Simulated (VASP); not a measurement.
# NaRu (Fm-3m) in VASP: single point with PBEsol

Aim: the single point of NaRu with PBEsol.

Program: VASP 6.6.1. These are calculated values, not measurements. Logs are shortened: lines on timing, memory, paths and dates and some standing lists are left out, and cuts for length are marked.

### 1 The cell of the first run

The structure is cubic, space group Fm-3m (No. 225). The conventional cell has a = 5.148 Å, b = 5.148 Å, c = 5.148 Å, α = 90.00°, β = 90.00°, γ = 90.00°. Na (site symmetry m-3m) has 6 Ru at 2.57 Å within 3.4 Å. Within 3.4 Å of Ru (site symmetry m-3m) lie 6 Na at 2.57 Å.

### 2 Single point, PBEsol, non-collinear spin, typed start, spin-orbit coupling

The input, INCAR:

```
SYSTEM = NaRu
PREC = Accurate
ENCUT = 520
EDIFF = 1E-7
ISMEAR = -1
SIGMA = 0.1
LREAL = .FALSE.
LASPH = .TRUE.
NELM = 150
ALGO = Normal
ISIF = 2
LWAVE = .FALSE.
LCHARG = .FALSE.
LNONCOLLINEAR = .TRUE.
MAGMOM = 0 0 0 1.414 1.414 0
LORBIT = 11
LSORBIT = .TRUE.
GGA_COMPAT = .FALSE.
LORBMOM = .TRUE.
LMAXMIX = 4
GGA = PS
NBANDS = 33
```

The input, KPOINTS:

```
Automatic mesh
0
G
  8 8 8
  0 0 0
```

The input, POSCAR:

```
NaRu
1.0
    0.0000000000      2.5741202100      2.5741202100
    2.5741202100      0.0000000000      2.5741202100
    2.5741202100      2.5741202100      0.0000000000
Na Ru
1 1
Direct
    0.0000000000      0.0000000000      0.0000000000
    0.5000000000      0.5000000000      0.5000000000
```

Potentials or basis: VASP PAW PBE potentials, release 64 (Na_pv, Ru_pv).

The run is started by

```
$ cat potpaw_PBE.64/Na_pv/POTCAR potpaw_PBE.64/Ru_pv/POTCAR > POTCAR
$ mpirun -np 1 vasp_ncl > vasp.out
```

OUTCAR:

```text
SYSTEM = NaRu
   PREC = Accurate
   ENCUT = 520
   EDIFF = 1E-7
   ISMEAR = -1
   LREAL = .FALSE.
   LASPH = .TRUE.
   NELM = 150
   ISIF = 2
   LNONCOLLINEAR = .TRUE.
   LORBIT = 11
   LSORBIT = .TRUE.
   GGA = PS

 ion  position               nearest neighbor table
   1  0.000  0.000  0.000-   2 2.57   2 2.57   2 2.57   2 2.57   2 2.57   2 2.57
   2  0.500  0.500  0.500-   1 2.57   1 2.57   1 2.57   1 2.57   1 2.57   1 2.57

  LATTYP: Found a face centered cubic cell.
 ALAT       =     5.1482404200

  Lattice vectors:

 A1 = (   0.0000000000,   2.5741202100,   2.5741202100)
 A2 = (   2.5741202100,   0.0000000000,   2.5741202100)
 A3 = (   2.5741202100,   2.5741202100,   0.0000000000)

Analysis of symmetry for initial positions (statically):
=====================================================================
 Subroutine PRICEL returns:
 Original cell was already a primitive cell.

 Routine SETGRP: Setting up the symmetry group for a
 face centered cubic supercell.

 Subroutine GETGRP returns: Found 48 space group operations
 (whereof 48 operations were pure point group operations)
 out of a pool of 48 trial point group operations.

The static configuration has the point symmetry O_h .

Analysis of symmetry for dynamics (positions and initial velocities):
=====================================================================
 Subroutine PRICEL returns:
 Original cell was already a primitive cell.

 Routine SETGRP: Setting up the symmetry group for a
 face centered cubic supercell.

 Subroutine GETGRP returns: Found 48 space group operations
 (whereof 48 operations were pure point group operations)
 out of a pool of 48 trial point group operations.

The dynamic configuration has the point symmetry O_h .

Analysis of structural, dynamic, and magnetic symmetry:
=====================================================================
 Subroutine PRICEL returns:
 Original cell was already a primitive cell.

 Routine SETGRP: Setting up the symmetry group for a
 face centered cubic supercell.

 Subroutine GETGRP returns: Found  4 space group operations
 (whereof  4 operations were pure point group operations)
 out of a pool of 48 trial point group operations.

The overall configuration has the point symmetry C_2h.

 Subroutine INISYM returns: Found  4 space group operations
 (whereof  4 operations are pure point group operations),
 and found     1 'primitive' translations

----------------------------------------------------------------------------------------

                                     Primitive cell
[... 1036 lines left out ...]
    total drift:                                0.000000      0.000000      0.000000

  FREE ENERGIE OF THE ION-ELECTRON SYSTEM (eV)
  ---------------------------------------------------
  free  energy   TOTEN  =        -7.2079572213 eV

  energy  without entropy=       -7.1273487289  energy(sigma->0) =       -7.16765298

 orbital moment (x)

 # of ion     p       d       tot
 ----------------------------------------
  1        -0.001   0.000  -0.001
  2         0.000   0.143   0.144
 ----------------------------------------
           -0.000   0.143   0.143

 orbital moment (y)

 # of ion     p       d       tot
 ----------------------------------------
  1        -0.001   0.000  -0.001
  2         0.000   0.143   0.144
 ----------------------------------------
           -0.000   0.143   0.143

 orbital moment (z)

 # of ion     p       d       tot
 ----------------------------------------
  1         0.000   0.000   0.000
  2         0.000   0.000   0.000
 ----------------------------------------
            0.000   0.000   0.000

 Spin-Orbit-Coupling matrix elements

 Ion:    1  E_soc:     -0.0007788
 l=   1
     0.0000000    -0.0001273    -0.0001348
    -0.0001273     0.0000000    -0.0001273
    -0.0001348    -0.0001273     0.0000000
 l=   2
     0.0000000     0.0000000     0.0000000     0.0000000     0.0000000
     0.0000000     0.0000000     0.0000000     0.0000000     0.0000000
     0.0000000     0.0000000     0.0000000     0.0000000     0.0000000
     0.0000000     0.0000000     0.0000000     0.0000000     0.0000000
     0.0000000     0.0000000     0.0000000     0.0000000     0.0000000
 l=   3
     0.0000000     0.0000000     0.0000000     0.0000000     0.0000000     0.0000000     0.0000000
     0.0000000     0.0000000     0.0000000     0.0000000     0.0000000     0.0000000     0.0000000
     0.0000000     0.0000000     0.0000000     0.0000000     0.0000000     0.0000000     0.0000000
     0.0000000     0.0000000     0.0000000     0.0000000     0.0000000     0.0000000     0.0000000
     0.0000000     0.0000000     0.0000000     0.0000000     0.0000000     0.0000000     0.0000000
     0.0000000     0.0000000     0.0000000     0.0000000     0.0000000     0.0000000     0.0000000
     0.0000000     0.0000000     0.0000000     0.0000000     0.0000000     0.0000000     0.0000000

 Ion:    2  E_soc:     -0.2962263
 l=   1
     0.0000000    -0.0372016    -0.0372153
    -0.0372016     0.0000000    -0.0372016
    -0.0372153    -0.0372016     0.0000000
 l=   2
     0.0000000    -0.0021627     0.0000000    -0.0021627    -0.0097283
    -0.0021627     0.0000000    -0.0076610    -0.0020091    -0.0025549
     0.0000000    -0.0076610     0.0000000    -0.0076610     0.0000000
    -0.0021627    -0.0020091    -0.0076610     0.0000000    -0.0025549
    -0.0097283    -0.0025549     0.0000000    -0.0025549     0.0000000
 l=   3
     0.0000000     0.0000000     0.0000000     0.0000000     0.0000000     0.0000000     0.0000000
     0.0000000     0.0000000     0.0000000     0.0000000     0.0000000     0.0000000     0.0000000
     0.0000000     0.0000000     0.0000000     0.0000000     0.0000000     0.0000000     0.0000000
     0.0000000     0.0000000     0.0000000     0.0000000     0.0000000     0.0000000     0.0000000
     0.0000000     0.0000000     0.0000000     0.0000000     0.0000000     0.0000000     0.0000000
     0.0000000     0.0000000     0.0000000     0.0000000     0.0000000     0.0000000     0.0000000
     0.0000000     0.0000000     0.0000000     0.0000000     0.0000000     0.0000000     0.0000000

 total charge

# of ion       s       p       d       tot
------------------------------------------
    1        0.189   6.054   0.000   6.243
    2        0.242   6.053   6.156  12.451
--------------------------------------------------
tot          0.431  12.107   6.156  18.694

 magnetization (x)

# of ion       s       p       d       tot
------------------------------------------
    1       -0.010  -0.000   0.000  -0.010
    2       -0.002  -0.004   1.155   1.150
--------------------------------------------------
tot         -0.011  -0.004   1.155   1.140

 magnetization (y)

# of ion       s       p       d       tot
------------------------------------------
    1       -0.010  -0.000   0.000  -0.010
    2       -0.002  -0.004   1.155   1.150
--------------------------------------------------
tot         -0.011  -0.004   1.155   1.140

 magnetization (z)

# of ion       s       p       d       tot
------------------------------------------
    1        0.000   0.000   0.000   0.000
    2        0.000   0.000   0.000   0.000
--------------------------------------------------
tot          0.000   0.000   0.000   0.000
```

OSZICAR:

```text
N       E                     dE             d eps       ncg     rms          rms(c)
DAV:   1     0.248179659448E+03    0.24818E+03   -0.11718E+04 10237   0.156E+03
DAV:   2     0.466188476536E+01   -0.24352E+03   -0.23455E+03 10196   0.466E+02
[... 26 lines left out ...]
DAV:  29    -0.720795746167E+01    0.40455E-06   -0.84876E-06  9980   0.218E-02    0.600E-04
DAV:  30    -0.720795742269E+01    0.38981E-07   -0.48551E-06 10086   0.162E-02    0.508E-04
DAV:  31    -0.720795750346E+01   -0.80767E-07   -0.47498E-06  9958   0.164E-02    0.591E-04
DAV:  32    -0.720795732271E+01    0.18075E-06   -0.24098E-06  9966   0.121E-02    0.464E-04
DAV:  33    -0.720795722174E+01    0.10097E-06   -0.11492E-06  8829   0.806E-03    0.188E-04
DAV:  34    -0.720795722127E+01    0.47385E-09   -0.40806E-07  9044   0.532E-03
   1 F= -.72079572E+01 E0= -.71676530E+01  d E =-.806085E-01  mag=     1.1597     1.1597     0.0000
```

stdout:

```text
POSCAR found type information on POSCAR NaRu
 POSCAR found :  2 types and       2 ions
 scaLAPACK will be used
 -----------------------------------------------------------------------------
|                                                                             |
|                                                                             |
|     You enforced a specific xc type in the INCAR file but a different       |
|     I HOPE YOU KNOW WHAT YOU ARE DOING!                                     |
|                                                                             |
 -----------------------------------------------------------------------------

 LDA part: xc-table for (Slater+PW92), standard interpolation
 POSCAR, INCAR and KPOINTS ok, starting setup
 FFT: planning ... GRIDC
 FFT: planning ... GRID_SOFT
 FFT: planning ... GRID
 WAVECAR not read
 entering main loop
```

It took 12 min on 1 thread of Intel Xeon Platinum 8259CL at 2.50GHz (Skylake/Cascade Lake), shared host; peak memory 0.42 GiB.

Results:

- Free energy: -7.2080 eV
- Pressure: 7.5 GPa
- Net moment: 1.64 μB per cell
- Valence electrons inside the program's atomic spheres: Na 6.24; Ru 12.45

Moments on the atoms (μB; x, y, z):
```
Na  -0.01 -0.01  0.00
Ru   1.15  1.15  0.00
```

Caveat: the cell stands under pressure; the PAW data sets were made with another functional, which shifts forces and pressure a little.
